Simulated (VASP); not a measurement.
Set up this calculation in VASP 6.6.1, as the native input.

```
Task                   : single point
Functional             : PBE
Potentials or basis    : VASP PAW PBE potentials, release 64 (Ta_pv, Ru_pv)
Cutoff                 : 520 eV
k mesh                 : 6 × 6 × 6
Occupations            : gaussian, width 0.1 eV
Spin                   : collinear spin, ferromagnetic start
Starting moments       : [0.0, 1.0, 1.0] μB
Dipole correction      : no
Further INCAR settings : ALGO = Normal; EDIFF = 1e-07; NBANDS = 30
```

The structure of TaRu2 lies in POSCAR:

```
TaRu2
1.0
    4.6311068293      0.0000000000      0.0000000000
   -2.3155534147      4.0106561618      0.0000000000
    0.0000000000      0.0000000000      2.6839027549
Ta Ru
1 2
Direct
    0.0000000000      0.0000000000      0.0000000000
    0.3333333333      0.6666666667      0.0000000000
    0.6666666667      0.3333333333      0.0000000000
```

One way to write it, as run:

INCAR

```
SYSTEM = TaRu2
  ALGO = Normal
  EDIFF = 1E-7
  ENCUT = 520
  GGA = PE
  ISIF = 2
  ISMEAR = 0
  ISPIN = 2
  LASPH = .TRUE.
  LCHARG = .FALSE.
  LMAXMIX = 4
  LORBIT = 11
  LREAL = .FALSE.
  LWAVE = .FALSE.
  MAGMOM = 0 1 1
  NBANDS = 30
  NELM = 150
  PREC = Accurate
  SIGMA = 0.1
```

KPOINTS

```
k-points
0
G
  6 6 6
  0 0 0
```

Potentials or basis: VASP PAW PBE potentials, release 64 (Ta_pv, Ru_pv).

The run is started by

```console
$ cat potpaw_PBE.64/Ta_pv/POTCAR potpaw_PBE.64/Ru_pv/POTCAR > POTCAR
$ mpirun -np 1 vasp_std > vasp.out
```

Results of the run:

```
Pressure                                              : 0.3 GPa
Net moment                                            : 0.00 μB per cell
Valence electrons inside the program's atomic spheres : Ta 8.98; Ru 12.65
```

Caveat: the k points lie up to 0.39 Å⁻¹ apart.

Wall time 78 s on 1 thread of AMD EPYC 9R45 (Zen 5) (shared host), peak memory 0.18 GiB.
